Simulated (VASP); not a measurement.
Runs of VASP 6.6.1 on Ni. The structure is that of space group Fm-3m (No. 225), or close to it. The cells are those of the table. 

```csv
level,cell,k mesh,gap on the mesh (eV),pressure (GPa),moment (μB)
r2SCAN,"a = 2.426 Å, angles 60.0°, 1 atom",22 × 22 × 22,none,9.9,0.69
PBE,"a = 2.492 Å, angles 60.0°, 1 atom",10 × 10 × 10,none,-0.5,0.73
r2SCAN,"a = 2.476 Å, angles 60.0°, 1 atom",22 × 22 × 22,none,(a),0.74
r2SCAN,"a = 2.460 Å, angles 60.0°, 1 atom",22 × 22 × 22,none,0.4,0.73
r2SCAN,"a = 2.443 Å, angles 60.0°, 1 atom",22 × 22 × 22,none,(b),0.71
```

Alike in all rows: task single point; potentials or basis VASP PAW PBE potentials, release 64 (Ni); spin collinear, ferromagnetic start; cutoff (eV) 520; smearing gaussian 0.05 eV.

Task: Estimate the missing entries.

Result: (a) -3.7; (b) 4.7.

Caveats: the PAW data sets were made with another functional, which shifts forces and pressure a little (at least some runs); the cell stands under pressure (at least some runs); the cell stands under tension (at least some runs).

A gap of «none» marks levels without a gap at the run's occupations.
